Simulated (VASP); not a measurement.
Wanted: the native input for a VASP 6.6.1 run.

- Task: single point
- Functional: r2SCANh
- Potentials or basis: VASP PAW PBE potentials, release 64 (Si, O)
- Cutoff: 520 eV
- k mesh: 5 × 5 × 5
- Occupations: fermi-dirac, width 0.05 eV
- Spin: no spin polarisation
- Dipole correction: no
- Grid for exact exchange (PRECFOCK): Normal
- Further INCAR settings: ALGO = Normal; EDIFF = 1e-06; NBANDS = 12
- Share of exact exchange: 0.1

Crystal: SiO.

```
Si O
1.0
     2.80697    0.00000    0.00000
     0.00000    2.80697    0.00000
     0.00000    0.00000    2.80697
Si O
1 1
Direct
  0.00000 0.00000 0.00000
  0.50000 0.50000 0.50000
```

One way to write it, as run:

POSCAR

```
SiO
1.0
    2.8069700000      0.0000000000      0.0000000000
    0.0000000000      2.8069700000      0.0000000000
    0.0000000000      0.0000000000      2.8069700000
Si O
1 1
Direct
    0.0000000000      0.0000000000      0.0000000000
    0.5000000000      0.5000000000      0.5000000000
```

INCAR.step1

```
SYSTEM = SiO
PREC = Accurate ; ENCUT = 520
EDIFF = 1E-5 ; ISMEAR = -1
SIGMA = 0.05 ; LREAL = .False.
LASPH = .True. ; NELM = 100
ALGO = Normal ; ISIF = 2
LWAVE = .True. ; GGA = PE
NBANDS = 12
```

INCAR.step2

```
SYSTEM = SiO
PREC = Accurate ; ENCUT = 520
EDIFF = 1E-6 ; ISMEAR = -1
SIGMA = 0.05 ; LREAL = .False.
LASPH = .True. ; NELM = 100
ALGO = Normal ; ISIF = 2
LWAVE = .False. ; LCHARG = .True.
METAGGA = R2SCAN ; LHFCALC = .True.
AEXX = 0.1 ; LMIXTAU = .True.
PRECFOCK = Normal ; LELF = .True.
LVHAR = .True. ; ISTART = 1
NBANDS = 12
```

KPOINTS

```
regular mesh
0
Gamma
  5 5 5
  0 0 0
```

Potentials or basis: VASP PAW PBE potentials, release 64 (Si, O).

Command:

```console
$ cat potpaw_PBE.64/Si/POTCAR potpaw_PBE.64/O/POTCAR > POTCAR
$ cp INCAR.step1 INCAR
$ mpirun -np 1 vasp_std > vasp.out
$ cp INCAR.step2 INCAR
$ mpirun -np 1 vasp_std > vasp.out
```

It gave:

- Pressure: 0.6 GPa
- Band gap on the k mesh: 0.92 eV (least direct gap 2.40 eV)

Caveat: the k points lie up to 0.45 Å⁻¹ apart; the PAW data sets were made with another functional, which shifts forces and pressure a little; an odd mesh through Γ misses points on the zone boundary, where band edges can lie.

Run time: 2.8 min on 1 thread of Intel Xeon 8259CL, on a shared host, peak memory 0.14 GiB.
